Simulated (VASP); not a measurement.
Here is a VASP 6.6.1 calculation.

The input INCAR:

```
PREC     = Accurate       # precision mode
ENCUT    = 520            # plane-wave cutoff, eV
EDIFF    = 1E-6           # SCF threshold, eV
ISMEAR   = -1             # smearing method
SIGMA    = 0.05           # smearing width, eV
LREAL    = F              # projectors in reciprocal space
LASPH    = T              # aspherical terms in the spheres
NELM     = 60             # most SCF steps
ALGO     = Normal         # electronic algorithm
ISIF     = 2              # what is computed and relaxed
LWAVE    = F              # write WAVECAR
LCHARG   = F              # write CHGCAR
GGA      = PS             # functional
NBANDS   = 29             # bands
```

The input KPOINTS:

```
Automatic mesh
0
Gamma
  7 7 7
```

File POSCAR:

```
KZnF3
1.0
    4.0768219737      0.0000000000      0.0000000000
    0.0000000000      4.0768219737      0.0000000000
    0.0000000000      0.0000000000      4.0768219737
Zn K F
1 1 3
Direct
    0.5000000000      0.5000000000      0.5000000000
    0.0000000000      0.0000000000      0.0000000000
    0.5000000000      0.0000000000      0.5000000000
    0.0000000000      0.5000000000      0.5000000000
    0.5000000000      0.5000000000      0.0000000000
```

Potentials or basis: VASP PAW PBE potentials, release 64 (Zn, K_sv, F).

Command:

```console
$ cat potpaw_PBE.64/Zn/POTCAR potpaw_PBE.64/K_sv/POTCAR potpaw_PBE.64/F/POTCAR > POTCAR
$ mpirun -np 1 vasp_std > vasp.out
```

Task: What does it give for the band gap on the k mesh?

Result: 3.70 eV (least direct gap 5.33 eV).

Task: Estimate the pressure.

Result: -1.0 GPa.

Caveat: the PAW data sets were made with another functional, which shifts forces and pressure a little; an odd mesh through Γ misses points on the zone boundary, where band edges can lie.
